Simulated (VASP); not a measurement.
**GaF: single point with PBE**

Crystal: GaF.

```xyz
2
Lattice="0.0000 2.6325 2.6325 2.6325 0.0000 2.6325 2.6325 2.6325 0.0000" Properties=species:S:1:pos:R:3 pbc="T T T"
Ga    1.3163    1.3163    1.3163
F     0.0000    0.0000    0.0000
```

| Quantity | Value |
| --- | --- |
| Program | VASP 6.6.1 |
| Task | single point |
| Functional | PBE |
| Potentials or basis | VASP PAW PBE potentials, release 64 (Ga_d, F) |
| Cutoff | 520 eV |
| k mesh | 8 × 8 × 8 |
| Occupations | fermi-dirac, width 0.05 eV |
| Spin | no spin polarisation |

```yaml
Pressure: 10.0 GPa
Band_gap_on_the_k_mesh: 1.15 eV, direct
```

Levels at points of the mesh, in eV from the valence-band top:
| k point | band 6 | band 7 | band 8 | band 9 | band 10 | band 11 | band 12 | band 13 | band 14 | band 15 |
| --- | --- | --- | --- | --- | --- | --- | --- | --- | --- | --- |
| (0.00, 0.00, 0.00) | -14.12 | -5.03 | -5.03 | -5.03 | -5.03 | 6.67 | 6.67 | 6.67 | 10.95 | 13.94 |
| (0.50, 0.00, 0.00) | -14.08 | -7.24 | -5.24 | -5.24 | -1.48 | 1.96 | 6.55 | 6.55 | 10.74 | 12.76 |
| (0.50, 0.50, 0.00) | -14.09 | -7.07 | -5.62 | -5.62 | 0.00 | 1.15 | 6.24 | 6.24 | 6.88 | 11.55 |

It took 7.5 s on 1 thread of Intel(R) Xeon(R) 6975P-C (Granite Rapids), on a shared host, peak memory 0.16 GiB.

A k mesh can miss the band edges.
